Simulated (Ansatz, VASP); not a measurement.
TiC in VASP and in Ansatz

```xyz
2
Lattice="0.0000 2.1315 2.2289 2.1315 0.0000 2.2289 2.1315 2.1315 0.0000" Properties=species:S:1:pos:R:3 pbc="T T T"
Ti    0.0000    0.0000    0.0000
C     2.1315    2.1315    2.2289
```

Change from the starting cell: strain -0.015 along x and y, +0.030 along z, atoms carried along.

Alike in both runs: task single point; functional PBEsol; k mesh 18 × 18 × 18; occupations gaussian, width 0.15 eV; no spin polarisation.

|  | VASP | Ansatz |
| --- | --- | --- |
| version | VASP 6.6.1 | Ansatz 0.2.0 |
| potentials or method | VASP PAW PBE potentials, release 64 (Ti_sv, C), cutoff 520 eV | scalar-relativistic, plane waves, PAW |
| valence electrons in the cell | 16 | 16 |

|  | VASP | Ansatz | Ansatz less VASP |
| --- | --- | --- | --- |
| gap on the k mesh at the Fermi level (eV) | none | none | - |
| pressure (GPa) | -4.8 | -5.0 | -0.25 |
| traceless stress, the component that is largest in VASP (GPa) | -10.83 | -10.76 | +0.061 |

VASP's potentials were made for PBE, not for PBEsol. A gap of «none» marks a metal or a gap that the smearing closes.
